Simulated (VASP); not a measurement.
A run of VASP 6.6.1 is set up as follows.

Contents of POSCAR:

```
Ge
1.0
    1.3975921240     -2.6020010848      0.0000000000
    1.3975921240      2.6020010848      0.0000000000
    0.0000000000      0.0000000000      5.2992283745
Ge
2
Direct
    0.5002627511      0.4997372489      0.2500000000
    0.4997372489      0.5002627511      0.7500000000
```

File INCAR.step1:

```
SYSTEM = Ge
PREC     = Accurate       ! precision mode
ENCUT    = 520            ! plane-wave cutoff, eV
ISMEAR   = 0              ! smearing method
SIGMA    = 0.15           ! smearing width, eV
LREAL    = .False.        ! projectors in reciprocal space
LASPH    = .True.         ! aspherical terms in the spheres
NELM     = 60             ! most SCF steps
NBANDS   = 21             ! bands
GGA      = PE             ! functional
ALGO     = Normal         ! electronic algorithm
EDIFF    = 1E-4           ! SCF threshold, eV
LWAVE    = .True.         ! write WAVECAR
LCHARG   = .False.        ! write CHGCAR
```

Contents of INCAR.step2:

```
SYSTEM = Ge
PREC     = Accurate       ! precision mode
ENCUT    = 520            ! plane-wave cutoff, eV
EDIFF    = 1E-6           ! SCF threshold, eV
ISMEAR   = 0              ! smearing method
SIGMA    = 0.15           ! smearing width, eV
LREAL    = .False.        ! projectors in reciprocal space
LASPH    = .True.         ! aspherical terms in the spheres
NELM     = 60             ! most SCF steps
ALGO     = Normal         ! electronic algorithm
ISIF     = 2              ! what is computed and relaxed
LWAVE    = .False.        ! write WAVECAR
LCHARG   = .False.        ! write CHGCAR
METAGGA  = R2SCAN         ! meta-GGA
LMIXTAU  = .True.       
NBANDS   = 21             ! bands
ISTART   = 1
```

The input KPOINTS:

```
regular mesh
0
Gamma
  24 24 12
  0 0 0
```

Potentials or basis: VASP PAW PBE potentials, release 64 (Ge_d).

Run with:

```sh
$ cat potpaw_PBE.64/Ge_d/POTCAR > POTCAR
$ cp INCAR.step1 INCAR
$ mpirun -np 1 vasp_std > vasp.out
$ cp INCAR.step2 INCAR
$ mpirun -np 1 vasp_std > vasp.out
```

Question: What does it give for the band gap on the k mesh?

Answer: Zero (bands 14 and 15 overlap by 9.86 eV).

Question: Predict the pressure.

Answer: -2.1 GPa.

Stress tensor (GPa, compression positive):
```
-1.90  0.00  0.00
 0.00 -4.00  0.00
 0.00  0.00 -0.38
```

Caveat: the cell differs from its parent crystal (strain +0.0300 x Voigt [0, 1, 0, 0, 0, 0]); the PAW data sets were made with another functional, which shifts forces and pressure a little.
